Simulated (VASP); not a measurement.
Here is a VASP 6.6.1 calculation.

The input INCAR:

```
SYSTEM = Pt
PREC = Accurate
ENCUT = 520
EDIFF = 1E-6
ISMEAR = 0
SIGMA = 0.1
LREAL = .FALSE.
LASPH = .TRUE.
NELM = 60
ALGO = Normal
ISIF = 2
LWAVE = .FALSE.
LCHARG = .FALSE.
GGA = PS
NBANDS = 17
```

Contents of KPOINTS:

```
Automatic mesh
0
G
  11 11 6
  0 0 0
```

The input POSCAR:

```
Pt
1.0
    2.6937840872     -0.0000028168      0.0000000000
   -1.3468896042      2.3328868602      0.0000000000
    0.0000000000      0.0000000000      4.5948260710
Pt
2
Direct
    0.6666666667      0.3333333333      0.7500000000
    0.3333333333      0.6666666667      0.2500000000
```

Potentials or basis: VASP PAW PBE potentials, release 64 (Pt).

Launch:

```bash
$ cat potpaw_PBE.64/Pt/POTCAR > POTCAR
$ mpirun -np 1 vasp_std > vasp.out
```

Estimate the pressure.

14.6 GPa.

What does it give for the band gap on the k mesh?

Zero (band 10 reaches 12.36 eV, above the bottom of band 11 at 11.00 eV).

Stress tensor (GPa, compression positive):
```
14.70  0.00  0.00
 0.00 14.70  0.00
 0.00  0.00 14.52
```

Caveat: the PAW data sets were made with another functional, which shifts forces and pressure a little; spin-orbit coupling is left out, which moves the levels of the heavy elements.
